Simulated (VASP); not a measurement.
# Tl2Ru (I4/mmm) in VASP: a series of runs

Runs on Tl2Ru. Level: PBE. Tasks: single point, relaxation of cell and atoms.

Program: VASP 6.6.1. These are calculated values, not measurements. Logs are shortened: lines on timing, memory, paths and dates and some standing lists are left out, and cuts for length are marked.

**1. The cell of the first run**

It takes space group I4/mmm (No. 139, tetragonal). Conventional cell: a = 3.391 Å, b = 3.391 Å, c = 11.553 Å, α = 90.00°, β = 90.00°, γ = 90.00°. Tl (site symmetry 4mm) has 4 Ru at 2.89 Å and 9 Tl at 3.22 to 3.50 Å within 3.8 Å. Ru (site symmetry 4/mmm) has 8 Tl at 2.89 Å and 4 Ru at 3.39 Å within 3.8 Å.

**2. Single point, PBE**

INCAR reads:

```
ALGO = Normal
EDIFF = 1E-6
ENCUT = 520
GGA = PE
ISIF = 2
ISMEAR = 0
LASPH = True
LCHARG = False
LREAL = False
LWAVE = False
NBANDS = 27
NELM = 80
PREC = Accurate
SIGMA = 0.1
```

KPOINTS reads:

```
k-points
0
Gamma
  6 6 6
```

POSCAR reads:

```
Tl2Ru
1.0
   -1.6954792518      1.6954792518      5.7763993658
    1.6954792518     -1.6954792518      5.7763993658
    1.6954792518      1.6954792518     -5.7763993658
Tl Ru
2 1
Direct
    0.6394336743      0.6394336743      0.0000000000
    0.3605663257      0.3605663257      0.0000000000
    0.0000000000      0.0000000000      0.0000000000
```

Potentials or basis: VASP PAW PBE potentials, release 64 (Tl_d, Ru_pv).

Started as:

```sh
> cat potpaw_PBE.64/Tl_d/POTCAR potpaw_PBE.64/Ru_pv/POTCAR > POTCAR
> mpirun -np 1 vasp_std > vasp.out
```

OUTCAR:

```text
EDIFF = 1E-6
   ENCUT = 520
   GGA = PE
   ISIF = 2
   ISMEAR = 0
   LASPH = True
   LREAL = False
   NELM = 80
   PREC = Accurate

 ion  position               nearest neighbor table
   1  0.639  0.639  0.000-   3 2.89   3 2.89   3 2.89   3 2.89   2 3.22   2 3.50   2 3.50   2 3.50
                             2 3.50
   2  0.361  0.361  0.000-   3 2.89   3 2.89   3 2.89   3 2.89   1 3.22   1 3.50   1 3.50   1 3.50
                             1 3.50
   3  0.000  0.000  0.000-   1 2.89   2 2.89   1 2.89   2 2.89   1 2.89   2 2.89   2 2.89   1 2.89

  LATTYP: Found a body centered tetragonal cell.
 ALAT       =     3.3909585036
 C/A-ratio  =     3.4069419367

  Lattice vectors:

 A1 = (  -1.6954792518,   1.6954792518,   5.7763993658)
 A2 = (   1.6954792518,  -1.6954792518,   5.7763993658)
 A3 = (   1.6954792518,   1.6954792518,  -5.7763993658)

Analysis of symmetry for initial positions (statically):
=====================================================================
 Subroutine PRICEL returns:
 Original cell was already a primitive cell.

 Routine SETGRP: Setting up the symmetry group for a
 body centered tetragonal supercell.

 Subroutine GETGRP returns: Found 16 space group operations
 (whereof 16 operations were pure point group operations)
 out of a pool of 16 trial point group operations.

The static configuration has the point symmetry D_4h.

Analysis of symmetry for dynamics (positions and initial velocities):
=====================================================================
 Subroutine PRICEL returns:
 Original cell was already a primitive cell.

 Routine SETGRP: Setting up the symmetry group for a
 body centered tetragonal supercell.

 Subroutine GETGRP returns: Found 16 space group operations
 (whereof 16 operations were pure point group operations)
 out of a pool of 16 trial point group operations.

The dynamic configuration has the point symmetry D_4h.

 Subroutine INISYM returns: Found 16 space group operations
 (whereof 16 operations are pure point group operations),
 and found     1 'primitive' translations

----------------------------------------------------------------------------------------

                                     Primitive cell

  volume of cell :      66.4205

  direct lattice vectors                    reciprocal lattice vectors
    -1.695479252  1.695479252  5.776399366     0.000000000  0.294901869  0.086559112
     1.695479252 -1.695479252  5.776399366     0.294901869  0.000000000  0.086559112
     1.695479252  1.695479252 -5.776399366     0.294901869  0.294901869  0.000000000

  length of vectors
     6.254285684  6.254285684  6.254285684     0.307342793  0.307342793  0.417054223

  position of ions in fractional coordinates (direct lattice)
     0.639433674  0.639433674  0.000000000
     0.360566326  0.360566326  0.000000000
     0.000000000  0.000000000  0.000000000

  ion indices of the primitive-cell ions
   primitive index   ion index
                 1           1
                 2           2
                 3           3

----------------------------------------------------------------------------------------

 KPOINTS: k-points

Automatic generation of k-mesh.
 Grid dimensions read from file:
 generate k-points for:    6    6    6

 Generating k-lattice:

  Cartesian coordinates                     Fractional coordinates (reciprocal lattice)
     0.000000000  0.049150311  0.014426519     0.166666667  0.000000000 -0.000000000
     0.049150311  0.000000000  0.014426519     0.000000000  0.166666667 -0.000000000
     0.049150311  0.049150311  0.000000000     0.000000000  0.000000000  0.166666667

  Length of vectors
     0.051223799  0.051223799  0.069509037

  Shift w.r.t. Gamma in fractional coordinates (k-lattice)
     0.000000000  0.000000000  0.000000000

 Subroutine IBZKPT returns following result:
 ===========================================

 Found     30 irreducible k-points:

 Following reciprocal coordinates:
            Coordinates               Weight
  0.000000  0.000000  0.000000      1.000000
  0.166667  0.000000  0.000000      8.000000
  0.333333  0.000000  0.000000      8.000000
  0.500000  0.000000 -0.000000      4.000000
  0.166667  0.166667  0.000000      8.000000
  0.333333  0.166667  0.000000     16.000000
[... 16 lines left out ...]
 -0.333333 -0.333333  0.166667      8.000000
 -0.166667 -0.333333  0.166667      8.000000
 [... further k-points ...]
   k-points           NKPTS =     30   k-points in BZ     NKDIM =     30   number of bands    NBANDS=     27
   number of dos      NEDOS =    301   number of ions     NIONS =      3
   total plane-waves  NPLWV = 110592
   dimension x,y,z NGX =    48 NGY =   48 NGZ =   48
   dimension x,y,z NGXF=    96 NGYF=   96 NGZF=   96
   ions per type =               2   1
   NGX,Y,Z   is equivalent  to a cutoff of  12.76, 12.76, 12.76 a.u.
   NGXF,Y,Z  is equivalent  to a cutoff of  25.52, 25.52, 25.52 a.u.
 SYSTEM =  unknown system
   PREC   = accura    normal or accurate (medium, high low for compatibility)
   ISTART =      0    job   : 0-new  1-cont  2-samecut
   ICHARG =      2    charge: 1-file 2-atom 10-const
   ISPIN  =      1    spin polarized calculation?
   LNONCOLLINEAR =      F non collinear calculations
   LSORBIT =      F    spin-orbit coupling
   LASPH  =      T    aspherical Exc in radial PAW
   ENCUT  =  520.0 eV  38.22 Ry    6.18 a.u.  11.63 11.63 11.63*2*pi/ulx,y,z
   NELM   =     80;   NELMIN=  2; NELMDL= -5     # of ELM steps
   EDIFF  = 0.1E-05   stopping-criterion for ELM
   LREAL  =      F    real-space projection
   EDIFFG = 0.1E-04   stopping-criterion for IOM
   NSW    =      0    number of steps for IOM
   IBRION =     -1    ionic relax: 0-MD 1-quasi-New 2-CG
   NFREE  =      0    steps in history (QN), initial steepest desc. (CG)
   ISIF   =      2    stress and relaxation
   ISYM   =      2    0-nonsym 1-usesym 2-fastsym
   POTIM  = 0.5000    time-step for ionic-motion
   TEBEG  =    0.0;   TEEND  =   0.0 temperature during run
   PSTRESS=    0.0 pullay stress
   NELECT =      40.0000    total number of electrons
   NUPDOWN=      -1.0000    fix difference up-down
   EMIN   =  10.00;   EMAX   =-10.00  energy-range for DOS
   EFERMI =   0.00;   METHOD = LEGACY
   ISMEAR =     0;   SIGMA  =   0.10  broadening in eV -4-tet -1-fermi 0-gaus
   EFERMI_NEDOS =   21; number of points for ismear=-14 and -15
   IALGO  =     38    algorithm
   IMIX   =      4    mixing-type and parameters
     AMIX     =   0.40;   BMIX     =  1.00
     AMIX_MAG =   1.60;   BMIX_MAG =  1.00
  volume/ion in A,a.u.               =      22.14       149.41
  Fermi-wavevector in a.u.,A,eV,Ry     =   1.382486  2.612520 26.004377  1.911268
  Thomas-Fermi vector in A             =   2.507173
   LORBIT       =      0    0 simple, 1 ext, 2 COOP (PROOUT), +10 PAW based schemes
   GGA     = PE    functional components
   LHFCALC =     F    Hartree Fock is set to
   AEXX    =    0.0000 exact exchange contribution
   IVDW    =     0    specifies the selected vdW correction
   LEPSILON=     F    determine dielectric tensor
   LRPA    =     F    only Hartree local field effects (RPA)
 non-spin polarized calculation
 Gauss-broadening in eV      SIGMA  =   0.10
  energy-cutoff  :      520.00
  volume of cell :       66.42
 maximum number of plane-waves:      1809
 NGX is ok and might be reduce to    48
   NGX = 23   NGY = 23   NGZ = 23

 number of electron      40.0000003 magnetization

 Free energy of the ion-electron system (eV)
  ---------------------------------------------------
  ext. energy  EPLUGINS =         0.00000000
  ---------------------------------------------------
  free energy    TOTEN  =       -11.92273981 eV

  energy without entropy =      -11.91422931  energy(sigma->0) =      -11.91848456

 E-fermi :   8.1960     XC(G=0): -11.3610

 val. band max:        8.1944856378   @ k =  -0.1667   0.5000   0.1667
 cond. band min:       8.2183118648   @ k =   0.5000   0.5000   0.0000
 fundamental gap:      0.0238262270
 Fermi energy:         8.1959636246

 k-point     1 :       0.0000    0.0000    0.0000
  band No.  band energies     occupation
      1     -33.5897      2.00000
      2     -33.5897      2.00000
      3     -33.5316      2.00000
      4      -3.5348      2.00000
      5      -3.4785      2.00000
      6      -3.4376      2.00000
[... 19 lines left out ...]
     26      15.6671      0.00000
     27      17.9776      0.00000

 k-point     2 :       0.1667    0.0000    0.0000
  band No.  band energies     occupation
      1     -33.6024      2.00000
      2     -33.5887      2.00000
      3     -33.5303      2.00000
      4      -3.4837      2.00000
      5      -3.4315      2.00000
      6      -3.3801      2.00000
[... 19 lines left out ...]
     26      17.0130      0.00000
     27      18.0833      0.00000

 k-point     3 :       0.3333    0.0000    0.0000
  band No.  band energies     occupation
      1     -33.6276      2.00000
      2     -33.5867      2.00000
      3     -33.5277      2.00000
      4      -3.4655      2.00000
      5      -3.4239      2.00000
      6      -3.3324      2.00000
[... 19 lines left out ...]
     26      17.3282      0.00000
     27      17.8559      0.00000

 k-point     4 :       0.5000    0.0000   -0.0000
  band No.  band energies     occupation
      1     -33.6402      2.00000
      2     -33.5857      2.00000
      3     -33.5264      2.00000
      4      -3.5150      2.00000
      5      -3.4543      2.00000
      6      -3.3188      2.00000
[... 19 lines left out ...]
     26      17.5892      0.00000
     27      18.5396      0.00000
[... 516 lines left out ...]
      4      -3.5137      2.00000
      5      -3.4578      2.00000
      6      -3.3178      2.00000
[... 19 lines left out ...]
     26      16.5676      0.00000
     27      17.9660      0.00000

 k-point    23 :      -0.3333   -0.3333    0.1667
  band No.  band energies     occupation
      1     -33.6015      2.00000
      2     -33.6010      2.00000
      3     -33.5291      2.00000
      4      -3.4992      2.00000
      5      -3.3892      2.00000
      6      -3.2892      2.00000
[... 19 lines left out ...]
     26      15.3106      0.00000
     27      18.1037      0.00000

 k-point    24 :      -0.1667   -0.3333    0.1667
  band No.  band energies     occupation
      1     -33.6024      2.00000
      2     -33.5887      2.00000
      3     -33.5303      2.00000
      4      -3.5448      2.00000
      5      -3.4563      2.00000
      6      -3.3708      2.00000
[... 19 lines left out ...]
     26      17.1985      0.00000
     27      17.7955      0.00000

 [... further k-points ...]

------------------------ aborting loop because EDIFF is reached ----------------------------------------

  FORCE on cell =-STRESS in cart. coord.  units (eV):
  Direction    XX          YY          ZZ          XY          YZ          ZX
  --------------------------------------------------------------------------------------
  -------------------------------------------------------------------------------------
  Total       -0.0117056     -0.0117056     -0.0035478      0.0000000      0.0000000      0.0000000
  in kB       -0.2823600     -0.2823600     -0.0855791      0.0000000      0.0000000      0.0000000
  external PRESSURE =      -0.2167664 kB  Pullay stress =       0.0000000 kB

 VOLUME and BASIS-vectors are now :
 -----------------------------------------------------------------------------
  energy-cutoff  :      520.00
  volume of cell :       66.42
      direct lattice vectors                 reciprocal lattice vectors
    -1.695479252  1.695479252  5.776399366     0.000000000  0.294901869  0.086559112
     1.695479252 -1.695479252  5.776399366     0.294901869  0.000000000  0.086559112
     1.695479252  1.695479252 -5.776399366     0.294901869  0.294901869  0.000000000

 POSITION                                       TOTAL-FORCE (eV/Angst)
 -----------------------------------------------------------------------------------
      0.00000      0.00000      7.38725         0.000000      0.000000      0.004386
      0.00000      0.00000      4.16555         0.000000      0.000000     -0.004386
      0.00000      0.00000      0.00000        -0.000000     -0.000000      0.000000
 -----------------------------------------------------------------------------------
    total drift:                                0.000000      0.000000     -0.000000

  FREE ENERGIE OF THE ION-ELECTRON SYSTEM (eV)
  ---------------------------------------------------
  free  energy   TOTEN  =       -11.9227398135 eV

  energy  without entropy=      -11.9142293063  energy(sigma->0) =      -11.91848456
```

Wall time 82 s (1 thread of Intel Xeon Platinum 8488C (Sapphire Rapids), shared host); peak memory 0.32 GiB.

What came out:

```yaml
Free_energy: -11.9227 eV
Pressure: 0.0 GPa
Largest_force: 0.004 eV/Å
Band_gap_on_the_k_mesh: zero (band 20 reaches 8.30 eV, above the bottom of band 21 at 8.06 eV)
```

Forces in eV/Å, atoms in the order of the input:
```
Tl   0.000  0.000  0.004
Tl   0.000  0.000 -0.004
Ru   0.000  0.000  0.000
```

Levels at points of the mesh, in eV from the Fermi level:
```
           k point  band 17  band 18  band 19  band 20  band 21  band 22  band 23  band 24
(0.00, 0.00, 0.00)    -2.08    -0.93    -0.93    -0.20     0.13     6.18     6.18     7.07
(0.50, 0.00, 0.00)    -2.13    -1.57    -1.06    -0.33    -0.03     1.06     2.19     5.86
(0.50, 0.50, 0.00)    -2.27    -1.64    -0.81     0.02     0.11     0.46     2.58     4.19
(0.50, 0.50, 0.50)    -1.55    -0.81    -0.81    -0.20     1.90     3.55     4.43     4.43
```

Caveat: the k points lie up to 0.44 Å⁻¹ apart; spin-orbit coupling is left out, which moves the levels of the heavy elements.

**3. Single point, PBE**

This run uses another cell than the first one, of 22.07 Å³/atom, 0.997 times its volume.

INCAR reads:

```
PREC = Accurate
ENCUT = 520
EDIFF = 1E-6
ISMEAR = 0
SIGMA = 0.1
LREAL = F
LASPH = T
NELM = 60
ALGO = Fast
ISIF = 2
LWAVE = F
LCHARG = F
GGA = PE
NBANDS = 27
```

KPOINTS reads:

```
regular mesh
0
Gamma
  6 6 6
```

POSCAR reads:

```
Tl2Ru
1.0
   -1.6967384766      1.6967384766      5.7504499221
    1.6967384766     -1.6967384766      5.7504499221
    1.6967384766      1.6967384766     -5.7504499221
Tl Ru
2 1
Direct
    0.6397655807      0.6397655807      0.0000000000
    0.3602344193      0.3602344193      0.0000000000
    0.0000000000      0.0000000000      0.0000000000
```

Potentials or basis: VASP PAW PBE potentials, release 64 (Tl_d, Ru_pv).

Started as:

```sh
> cat potpaw_PBE.64/Tl_d/POTCAR potpaw_PBE.64/Ru_pv/POTCAR > POTCAR
> mpirun -np 1 vasp_std > vasp.out
```

It used 100 s of CPU time on 1 thread of Intel Xeon 6975P-C, with other jobs on the host.

It converged, with:

```yaml
Free_energy: -11.9226 eV
Pressure: 0.1 GPa
Largest_force: 0.009 eV/Å
Band_gap_on_the_k_mesh: zero (band 20 reaches 8.35 eV, above the bottom of band 21 at 8.09 eV)
```

Forces in eV/Å, atoms in the order of the input:
```
Tl   0.000  0.000  0.009
Tl   0.000  0.000 -0.009
Ru   0.000  0.000  0.000
```

Stress tensor (GPa, compression positive):
```
0.05 0.00 0.00
0.00 0.05 0.00
0.00 0.00 0.13
```

Levels at points of the mesh, in eV from the Fermi level:
```tsv
k point	band 18	band 19	band 20	band 21	band 22	band 23
(0.00, 0.00, 0.00)	-0.94	-0.94	-0.21	0.15	6.17	6.17
(0.50, 0.00, 0.00)	-1.57	-1.07	-0.33	-0.02	1.06	2.24
(0.50, 0.50, 0.00)	-1.67	-0.83	0.03	0.12	0.45	2.58
(0.50, 0.50, 0.50)	-0.81	-0.81	-0.21	1.96	3.61	4.38
```

Caveat: the k points lie up to 0.44 Å⁻¹ apart; spin-orbit coupling is left out, which moves the levels of the heavy elements.

(Part 1 of 2 ends here.)
